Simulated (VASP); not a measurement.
ZnO: single point with PBEsol

The system is ZnO.

```
CELL_PARAMETERS angstrom
3.29051 0.00000 0.00000
-1.64525 2.84966 0.00000
0.00000 0.00000 5.02823
ATOMIC_POSITIONS crystal
Zn 0.33333 0.66667 0.00158
Zn 0.66667 0.33333 0.50158
O 0.33333 0.66667 0.33527
O 0.66667 0.33333 0.83527
```

This cell differs from its parent crystal: c/a of the conventional cell at fixed volume 1.5281.

| Item | Value |
| --- | --- |
| Program | VASP 6.6.1 |
| Task | single point |
| Functional | PBEsol |
| Potentials or basis | VASP PAW PBE potentials, release 64 (Zn, O_h) |
| Cutoff | 910 eV |
| k mesh | 9 × 9 × 6 |
| Occupations | gaussian, width 0.05 eV |
| Spin | no spin polarisation |

* Pressure: 13.8 GPa
* Largest force: 5.238 eV/Å
* Band gap on the k mesh: 0.89 eV, indirect (least direct gap 0.91 eV)

Forces on the atoms (eV/Å):
```
Zn   0.000  0.000 -5.238
Zn   0.000  0.000 -5.238
O    0.000  0.000  5.238
O    0.000  0.000  5.238
```

Stress tensor (GPa, compression positive):
```
-8.12  0.00  0.00
 0.00 -8.12  0.00
 0.00  0.00 57.68
```

Levels at points of the mesh, in eV from the valence-band top:
```csv
k point,band 16,band 17,band 18,band 19,band 20,band 21
"(0.00, 0.00, 0.00)",-0.09,-0.09,-0.01,0.89,5.16,8.86
"(0.00, 0.00, 0.50)",-0.78,-0.78,-0.78,3.39,3.39,10.94
```

Run time: 57 s on 1 thread of Intel(R) Xeon(R) 6975P-C (Granite Rapids), on a shared host, peak memory 0.28 GiB.

Caveat: the cutoff is under 1.25 times the usual one of these potentials, so pressure, stress and relaxed cells hold a basis-set (Pulay) error; the PAW data sets were made with another functional, which shifts forces and pressure a little. A k mesh can miss the band edges.
